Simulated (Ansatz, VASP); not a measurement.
# ZrB2: VASP beside Ansatz

```xyz
3
Lattice="3.1445 0.0000 0.0000 -1.5723 2.7232 0.0000 0.0000 0.0000 3.5102" Properties=species:S:1:pos:R:3 pbc="T T T"
Zr    0.0000    0.0000    0.0000
B     0.0000    1.8155    1.7551
B     1.5723    0.9077    1.7551
```

Alike in both runs: functional PBE; dispersion D3(BJ); k mesh 15 × 15 × 12; occupations gaussian, width 0.1 eV; no spin polarisation.

Ansatz relaxed the structure, and its values are those at the end. VASP's run is a single point on that final structure, the one shown.

```csv
,VASP,Ansatz
version,VASP 6.6.1,Ansatz 0.2.0
potentials or method,"VASP PAW PBE potentials, release 64 (Zr_sv, B), cutoff 500 eV","scalar-relativistic, plane waves, PAW"
valence electrons in the cell,18,18
```

Ansatz gave:

```
gap on the k mesh at the Fermi level (eV) : none
pressure (GPa)                            : 0.0
```

Q: Which values does VASP return?

A: gap on the k mesh at the Fermi level (eV): none; pressure (GPa): 0.2.

A gap of «none» marks a metal or a gap that the smearing closes.
